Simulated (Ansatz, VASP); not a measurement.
Two plane-wave programs on O

INCAR

```
  PREC = Accurate
  ENCUT = 520
  EDIFF = 1E-6
  ISMEAR = -1
  SIGMA = 0.05
  LREAL = False
  LASPH = True
  NELM = 80
  ALGO = Normal
  ISIF = 2
  LWAVE = False
  LCHARG = False
  GGA = PE
  NBANDS = 20
```

The input KPOINTS:

```
regular mesh
0
Gamma
  7 7 9
```

File POSCAR:

```
O
1.0
    3.8661343981      0.0000000000      0.0000000000
    0.0000000000      3.7640236364      0.0000000000
   -0.9899670635      0.0000000000      2.9335925213
O
4
Direct
    0.3329660000      0.3058770000      0.1812950000
    0.6670340000      0.3058770000      0.3187050000
    0.6670340000      0.6941230000      0.8187050000
    0.3329660000      0.6941230000      0.6812950000
```

File input.yaml:

```yaml
crystal:
  lattice:
    - [3.8661343981, 0.0, 0.0]
    - [0.0, 3.7640236364, 0.0]
    - [-0.9899670635, 0.0, 2.9335925213]
  atoms:
    - { symbol: O, position: [0.332966, 0.305877, 0.181295] }
    - { symbol: O, position: [0.667034, 0.305877, 0.318705] }
    - { symbol: O, position: [0.667034, 0.694123, 0.818705] }
    - { symbol: O, position: [0.332966, 0.694123, 0.681295] }
hamiltonian:
  xc: pbe
  pseudopotentials: { kind: paw }
kpoints:
  mp_grid: { grid: [7, 7, 9] }
scf:
  occupations: { method: fermi_dirac, width: 0.05 }
output:
  forces: true
  stress: true
  eigenvalues: true
```

Alike in both runs: task single point; functional PBE; k mesh 7 × 7 × 9; occupations fermi-dirac, width 0.05 eV; no spin polarisation.

```csv
,VASP,Ansatz
version,VASP 6.6.1,Ansatz 0.2.0
potentials or method,"VASP PAW PBE potentials, release 64 (O)",Ansatz PAW
plane-wave cutoff (eV),520,420
valence electrons in the cell,24,24
```

```csv
,VASP,Ansatz,Ansatz less VASP
gap on the k mesh at the Fermi level (eV),0.69,0.69,+0.002
least direct gap on the mesh (eV),0.90,0.90,0.000
pressure (GPa),5.7,2.6,-3.10
"traceless stress, the component that is largest in VASP (GPa)",3.07,-2.57,-5.643
rms of the force components (eV/Å),0.189,0.474,+0.2841
```

Atom by atom the forces differ by 0.652 eV/Å (rms over components). The functional is the same, so the differences come from potentials, cutoffs and numerics.

Noted on VASP's run: the standard files for N, O and F lose accuracy on very short bonds; spin is off for a triplet molecule. Noted on Ansatz's run: Pulay correction over one GPa; spin is off for a triplet molecule; odd divisions of the mesh miss points on the zone boundary, where band edges often lie, so the gap on the mesh can be too wide.
